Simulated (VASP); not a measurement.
## SiC: relaxation of shape and atoms at fixed volume with PBE

The system is SiC.

```xyz
12
Lattice="1.5318 -2.6532 0.0000 1.5318 2.6532 0.0000 0.0000 0.0000 15.0331" Properties=species:S:1:pos:R:3 pbc="T T T"
Si    1.5318    1.7688   12.8940
Si    1.5318   -1.7688    5.3775
Si    1.5318    0.0000    7.8846
Si    1.5318    0.0000    0.3680
Si    1.5318   -1.7688   10.3911
Si    1.5318    1.7688    2.8745
C     1.5318    0.0000    9.7690
C     1.5318    0.0000    2.2525
C     1.5318    1.7688   14.7729
C     1.5318   -1.7688    7.2563
C     1.5318   -1.7688   12.2701
C     1.5318    1.7688    4.7535
```

```yaml
Program: VASP 6.6.1
Task: relaxation of shape and atoms at fixed volume
Functional: PBE
Potentials_or_basis: VASP PAW PBE potentials, release 64 (Si, C)
Cutoff: 600 eV
k_mesh: 12 × 12 × 2
Occupations: gaussian, width 0.02 eV
Spin: no spin polarisation
Dipole_correction: no
Further_INCAR_settings: ALGO = Normal; EDIFF = 1e-06; IBRION = 2; EDIFFG = -0.01; NSW = 50; ISIF = 4
```

```
Pressure after relaxing      : 6.7 GPa
Largest force after relaxing : 0.009 eV/Å
Band gap on the k mesh       : 2.02 eV (least direct gap 3.12 eV)
```

Forces in eV/Å, atoms in the order of the input:
```
Si   0.000  0.000 -0.003
Si   0.000  0.000 -0.003
Si   0.000  0.000  0.009
Si   0.000  0.000  0.009
Si   0.000  0.000 -0.002
Si   0.000  0.000 -0.002
C    0.000  0.000 -0.007
C    0.000  0.000 -0.007
C    0.000  0.000  0.000
C    0.000  0.000  0.000
C    0.000  0.000  0.002
C    0.000  0.000  0.002
```

Stress tensor (GPa, compression positive):
```
6.73 0.00 0.00
0.00 6.73 0.00
0.00 0.00 6.65
```

Final structure:
```
CELL_PARAMETERS angstrom
1.53179 -2.65316 0.00000
1.53179 2.65316 0.00000
0.00000 0.00000 15.03305
ATOMIC_POSITIONS crystal
Si 0.16666 0.83334 0.85771
Si 0.83334 0.16666 0.35771
Si 0.50000 0.50000 0.52448
Si 0.50000 0.50000 0.02448
Si 0.83333 0.16667 0.69121
Si 0.16667 0.83333 0.19121
C 0.50000 0.50000 0.64984
C 0.50000 0.50000 0.14984
C 0.16667 0.83333 0.98269
C 0.83333 0.16667 0.48269
C 0.83333 0.16667 0.81620
C 0.16667 0.83333 0.31620
```

Levels at points of the mesh, in eV from the valence-band top:
| k point | band 20 | band 21 | band 22 | band 23 | band 24 | band 25 | band 26 | band 27 | band 28 | band 29 |
| --- | --- | --- | --- | --- | --- | --- | --- | --- | --- | --- |
| (0.00, 0.00, 0.00) | -0.30 | -0.30 | -0.04 | 0.00 | 0.00 | 5.32 | 5.49 | 5.91 | 6.42 | 6.49 |
| (0.50, 0.00, 0.00) | -2.27 | -1.83 | -1.79 | -1.67 | -1.10 | 2.02 | 2.22 | 3.24 | 3.92 | 4.64 |
| (0.50, 0.50, 0.00) | -2.27 | -1.83 | -1.79 | -1.67 | -1.10 | 2.02 | 2.22 | 3.24 | 3.92 | 4.64 |
| (0.00, 0.00, 0.50) | -0.64 | -0.10 | -0.10 | -0.10 | -0.10 | 5.39 | 5.39 | 6.14 | 6.14 | 6.83 |
| (0.50, 0.00, 0.50) | -2.37 | -1.72 | -1.72 | -1.31 | -1.31 | 2.07 | 2.07 | 3.46 | 3.46 | 4.90 |
| (0.50, 0.50, 0.50) | -2.37 | -1.72 | -1.72 | -1.31 | -1.31 | 2.07 | 2.07 | 3.46 | 3.46 | 4.90 |

It took 8.2 min on 1 thread of Oxide Virtual Turin-like Processor, with other jobs on the host, peak memory 0.41 GiB.

Caveat: the relaxation stopped at its first step, so nothing moved. A k mesh can miss the band edges.
